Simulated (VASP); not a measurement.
Wanted: the native input for a VASP 6.6.1 run.

| Property | Result |
| --- | --- |
| Task | electric field gradients |
| Functional | PBE |
| Potentials or basis | VASP PAW PBE potentials, release 64 (Cs_sv) |
| Cutoff | 520 eV |
| k mesh | 9 × 9 × 9 |
| Occupations | fermi-dirac, width 0.05 eV |
| Spin | no spin polarisation |
| Dipole correction | no |
| Further INCAR settings | ALGO = Normal; EDIFF = 1e-08; NBANDS = 10 |

The structure of Cs lies in POSCAR:

```
Cs
1.0
   -3.0225000000      3.0225000000      3.0225000000
    3.0225000000     -3.0225000000      3.0225000000
    3.0225000000      3.0225000000     -3.0225000000
Cs
1
Direct
    0.0000000000      0.0000000000      0.0000000000
```

The input as run:

INCAR

```
SYSTEM = Cs
PREC     = Accurate       ! precision mode
ENCUT    = 520            ! plane-wave cutoff, eV
EDIFF    = 1E-8           ! SCF threshold, eV
ISMEAR   = -1             ! smearing method
SIGMA    = 0.05           ! smearing width, eV
LREAL    = .False.        ! projectors in reciprocal space
LASPH    = .True.         ! aspherical terms in the spheres
NELM     = 100            ! most SCF steps
ALGO     = Normal         ! electronic algorithm
ISIF     = 2              ! what is computed and relaxed
LWAVE    = .False.        ! write WAVECAR
LCHARG   = .False.        ! write CHGCAR
GGA      = PE             ! functional
LEFG     = .True.       
NBANDS   = 10             ! bands
```

KPOINTS

```
regular mesh
0
Gamma
  9 9 9
  0 0 0
```

Potentials or basis: VASP PAW PBE potentials, release 64 (Cs_sv).

Launch:

```bash
$ cat potpaw_PBE.64/Cs_sv/POTCAR > POTCAR
$ mpirun -np 1 vasp_std > vasp.out
```

It gave:

```json
{
 "Pressure": "0.1 GPa",
 "Band gap on the k mesh": "zero (an odd number of electrons rules out a gap without spin polarisation)",
 "Largest electric field gradient by atom": "zero within the noise of the run"
}
```

Caveat: spin-orbit coupling is left out, which moves the levels of the heavy elements.

Run time: 25 s on 1 thread of Intel(R) Xeon(R) Platinum 8559C (Emerald Rapids) (shared host), peak memory 0.24 GiB.
